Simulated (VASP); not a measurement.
# I4O (P-43m) in VASP: single point with r2SCAN

Aim: the single point of I4O with r2SCAN.

Program: VASP 6.6.1. These are calculated values, not measurements. Logs are shortened: lines on timing, memory, paths and dates and some standing lists are left out, and cuts for length are marked.

### 1 The cell of the first run

The structure is cubic, space group P-43m (No. 215). Conventional cell: a = 5.999 Å, b = 5.999 Å, c = 5.999 Å, α = 90.00°, β = 90.00°, γ = 90.00°. O (site symmetry -43m) has 4 I at 2.60 Å within 3.4 Å. Within 3.4 Å of I (site symmetry 3m) lie 1 O at 2.60 Å.

### 2 Single point, r2SCAN

Contents of POSCAR:

```
I4O
1.0
    5.9988390000      0.0000000000      0.0000000000
    0.0000000000      5.9988390000      0.0000000000
    0.0000000000      0.0000000000      5.9988390000
O I
1 4
Direct
    0.0000000000      0.0000000000      0.0000000000
    0.2500000000      0.2500000000      0.2500000000
    0.7500000000      0.7500000000      0.2500000000
    0.2500000000      0.7500000000      0.7500000000
    0.7500000000      0.2500000000      0.7500000000
```

Contents of INCAR.step1:

```
SYSTEM = I4O
ALGO = Normal
EDIFF = 1E-4
ENCUT = 520
GGA = PE
ISMEAR = -1
LASPH = .True.
LCHARG = .False.
LREAL = .False.
LWAVE = .True.
NBANDS = 25
NELM = 80
PREC = Accurate
SIGMA = 0.1
```

Contents of INCAR.step2:

```
SYSTEM = I4O
ALGO = Normal
EDIFF = 1E-6
ENCUT = 520
ISIF = 2
ISMEAR = -1
ISTART = 1
LASPH = .True.
LCHARG = .False.
LMIXTAU = .True.
LREAL = .False.
LWAVE = .False.
METAGGA = R2SCAN
NBANDS = 25
NELM = 80
PREC = Accurate
SIGMA = 0.1
```

Contents of KPOINTS:

```
k-points
0
Gamma
  6 6 6
  0 0 0
```

Potentials or basis: VASP PAW PBE potentials, release 64 (O, I).

Launch:

```bash
> cat potpaw_PBE.64/O/POTCAR potpaw_PBE.64/I/POTCAR > POTCAR
> cp INCAR.step1 INCAR
> mpirun -np 1 vasp_std > vasp.out
> cp INCAR.step2 INCAR
> mpirun -np 1 vasp_std > vasp.out
```

OUTCAR:

```text
SYSTEM = I4O
   EDIFF = 1E-6
   ENCUT = 520
   ISIF = 2
   ISMEAR = -1
   ISTART = 1
   LASPH = .True.
   LREAL = .False.
   METAGGA = R2SCAN
   NELM = 80
   PREC = Accurate

 ion  position               nearest neighbor table
   1  0.000  0.000  0.000-   2 2.60   3 2.60   4 2.60   5 2.60
   2  0.250  0.250  0.250-   1 2.60
   3  0.750  0.750  0.250-   1 2.60
   4  0.250  0.750  0.750-   1 2.60
   5  0.750  0.250  0.750-   1 2.60

  LATTYP: Found a simple cubic cell.
 ALAT       =     5.9988390000

  Lattice vectors:

 A1 = (   5.9988390000,   0.0000000000,   0.0000000000)
 A2 = (   0.0000000000,   5.9988390000,   0.0000000000)
 A3 = (   0.0000000000,   0.0000000000,   5.9988390000)

Analysis of symmetry for initial positions (statically):
=====================================================================
 Subroutine PRICEL returns:
 Original cell was already a primitive cell.

 Routine SETGRP: Setting up the symmetry group for a
 simple cubic supercell.

 Subroutine GETGRP returns: Found 24 space group operations
 (whereof 24 operations were pure point group operations)
 out of a pool of 48 trial point group operations.

The static configuration has the point symmetry T_d .

Analysis of symmetry for dynamics (positions and initial velocities):
=====================================================================
 Subroutine PRICEL returns:
 Original cell was already a primitive cell.

 Routine SETGRP: Setting up the symmetry group for a
 simple cubic supercell.

 Subroutine GETGRP returns: Found 24 space group operations
 (whereof 24 operations were pure point group operations)
 out of a pool of 48 trial point group operations.

The dynamic configuration has the point symmetry T_d .

 Subroutine INISYM returns: Found 24 space group operations
 (whereof 24 operations are pure point group operations),
 and found     1 'primitive' translations

----------------------------------------------------------------------------------------

                                     Primitive cell

  volume of cell :     215.8746

  direct lattice vectors                    reciprocal lattice vectors
     5.998839000  0.000000000  0.000000000     0.166698923  0.000000000  0.000000000
     0.000000000  5.998839000  0.000000000     0.000000000  0.166698923  0.000000000
     0.000000000  0.000000000  5.998839000     0.000000000  0.000000000  0.166698923

  length of vectors
     5.998839000  5.998839000  5.998839000     0.166698923  0.166698923  0.166698923

[... 75 lines left out ...]
   ISPIN  =      1    spin polarized calculation?
   LNONCOLLINEAR =      F non collinear calculations
   LSORBIT =      F    spin-orbit coupling
   LASPH  =      T    aspherical Exc in radial PAW
   ENCUT  =  520.0 eV  38.22 Ry    6.18 a.u.  11.15 11.15 11.15*2*pi/ulx,y,z
   NELM   =     80;   NELMIN=  2; NELMDL=  0     # of ELM steps
   EDIFF  = 0.1E-05   stopping-criterion for ELM
   LREAL  =      F    real-space projection
[... 7 lines left out ...]
   TEBEG  =    0.0;   TEEND  =   0.0 temperature during run
   PSTRESS=    0.0 pullay stress
   NELECT =      34.0000    total number of electrons
   NUPDOWN=      -1.0000    fix difference up-down
   EMIN   =  10.00;   EMAX   =-10.00  energy-range for DOS
   EFERMI =   0.00;   METHOD = LEGACY
   ISMEAR =    -1;   SIGMA  =   0.10  broadening in eV -4-tet -1-fermi 0-gaus
   EFERMI_NEDOS =   21; number of points for ismear=-14 and -15
   IALGO  =     38    algorithm
   IMIX   =      4    mixing-type and parameters
     AMIX     =   0.40;   BMIX     =  1.00
     AMIX_MAG =   1.60;   BMIX_MAG =  1.00
  volume/ion in A,a.u.               =      43.17       291.36
  Fermi-wavevector in a.u.,A,eV,Ry     =   0.884098  1.670704 10.634721  0.781630
  Thomas-Fermi vector in A             =   2.004953
   LORBIT       =      0    0 simple, 1 ext, 2 COOP (PROOUT), +10 PAW based schemes
   METAGGA = R2SCAN    functional components
   LHFCALC =     F    Hartree Fock is set to
   AEXX    =    0.0000 exact exchange contribution
   IVDW    =     0    specifies the selected vdW correction
   LEPSILON=     F    determine dielectric tensor
   LRPA    =     F    only Hartree local field effects (RPA)
 non-spin polarized calculation
  energy-cutoff  :      520.00
  volume of cell :      215.87
 maximum number of plane-waves:      5846
 NGX is ok and might be reduce to    48
   NGX = 23   NGY = 23   NGZ = 23

 number of electron      34.0000001 magnetization

 Free energy of the ion-electron system (eV)
  ---------------------------------------------------
  ext. energy  EPLUGINS =         0.00000000
  ---------------------------------------------------
  free energy    TOTEN  =      -100.53727937 eV

  energy without entropy =     -100.27909602  energy(sigma->0) =     -100.40818769

 E-fermi :   0.3914     XC(G=0):  -7.8419

 val. band max:        0.3820670502   @ k =   0.1667   0.1667   0.0000
 cond. band min:       0.4099816292   @ k =   0.0000   0.0000   0.0000
 fundamental gap:      0.0279145790
 Fermi energy:         0.3914384885

 k-point     1 :       0.0000    0.0000    0.0000
  band No.  band energies     occupation
      1     -18.2211      2.00000
      2     -11.6025      2.00000
      3     -11.2660      2.00000
      4     -11.2660      2.00000
      5     -11.2660      2.00000
      6      -3.2223      2.00000
[... 549 lines left out ...]
     24       8.8036      0.00000
     25       9.7814      0.00000

------------------------ aborting loop because EDIFF is reached ----------------------------------------

  FORCE on cell =-STRESS in cart. coord.  units (eV):
  Direction    XX          YY          ZZ          XY          YZ          ZX
  --------------------------------------------------------------------------------------
  -------------------------------------------------------------------------------------
  Total       -6.2252431     -6.2252431     -6.2252431      0.0000000     -0.0000000      0.0000000
  in kB      -46.2024789    -46.2024789    -46.2024789      0.0000000     -0.0000000      0.0000000
  external PRESSURE =     -46.2024789 kB  Pullay stress =       0.0000000 kB

 VOLUME and BASIS-vectors are now :
 -----------------------------------------------------------------------------
  energy-cutoff  :      520.00
  volume of cell :      215.87
      direct lattice vectors                 reciprocal lattice vectors
     5.998839000  0.000000000  0.000000000     0.166698923  0.000000000  0.000000000
     0.000000000  5.998839000  0.000000000     0.000000000  0.166698923  0.000000000
     0.000000000  0.000000000  5.998839000     0.000000000  0.000000000  0.166698923

 POSITION                                       TOTAL-FORCE (eV/Angst)
 -----------------------------------------------------------------------------------
      0.00000      0.00000      0.00000         0.000000     -0.000000     -0.000000
      1.49971      1.49971      1.49971        -0.461834     -0.461834     -0.461834
      4.49913      4.49913      1.49971         0.461834      0.461834     -0.461834
      1.49971      4.49913      4.49913        -0.461834      0.461834      0.461834
      4.49913      1.49971      4.49913         0.461834     -0.461834      0.461834
 -----------------------------------------------------------------------------------
    total drift:                               -0.000000     -0.000000      0.000000

  FREE ENERGIE OF THE ION-ELECTRON SYSTEM (eV)
  ---------------------------------------------------
  free  energy   TOTEN  =      -100.5372793709 eV

  energy  without entropy=     -100.2790960150  energy(sigma->0) =     -100.40818769
```

OUTCAR.step1:

```text
SYSTEM = I4O
   EDIFF = 1E-4
   ENCUT = 520
   GGA = PE
   ISMEAR = -1
   LASPH = .True.
   LREAL = .False.
   NELM = 80
[... 783 lines left out ...]
      4.49913      4.49913      1.49971         0.371640      0.371640     -0.371640
      1.49971      4.49913      4.49913        -0.371640      0.371640      0.371640
      4.49913      1.49971      4.49913         0.371640     -0.371640      0.371640
 -----------------------------------------------------------------------------------
    total drift:                               -0.000000     -0.000000      0.000000

  FREE ENERGIE OF THE ION-ELECTRON SYSTEM (eV)
  ---------------------------------------------------
  free  energy   TOTEN  =        -7.9597032946 eV

  energy  without entropy=       -7.6799615990  energy(sigma->0) =       -7.81983245
```

Wall time 11 min (1 thread of Oxide Virtual Turin-like, shared host); peak memory 0.37 GiB.

Results:

| Item | Value |
| --- | --- |
| Free energy | -100.5373 eV |
| Pressure | -4.6 GPa |
| Band gap on the k mesh | zero (bands 17 and 18 overlap by 0.27 eV) |

Caveat: the cell stands under tension; the PAW data sets were made with another functional, which shifts forces and pressure a little; spin-orbit coupling is left out, which moves the levels of the heavy elements.

The gap in the log of VASP goes by the Fermi energy; the results here count the filled bands.